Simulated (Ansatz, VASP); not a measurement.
# Sc: VASP beside Ansatz

```
Sc
1.0
     0.00000    3.16435    3.16435
     3.16435    0.00000    3.16435
     3.16435    3.16435    0.00000
Sc
2
Direct
  0.00000 0.00000 0.00000
  0.25000 0.25000 0.25000
```

Change from the starting cell: volume scaled by 0.9405, crystal datasets.

Alike in both runs: task electric field gradients; functional PBE; k mesh 10 × 10 × 10; occupations fermi-dirac, width 0.03 eV; no spin polarisation.

|  | VASP | Ansatz |
| --- | --- | --- |
| version | VASP 6.6.1 | Ansatz 0.2.0 |
| potentials or method | VASP PAW PBE potentials, release 64 (Sc_sv), cutoff 520 eV | all-electron PAW with datasets made for the crystal, scalar-relativistic |

VASP gave:

* pressure (GPa): 1.1

Problem. What did Ansatz give for the same quantities?

Solution. Pressure (GPa): 1.0.

Ansatz ran all-electron here, and VASP with PAW potentials.
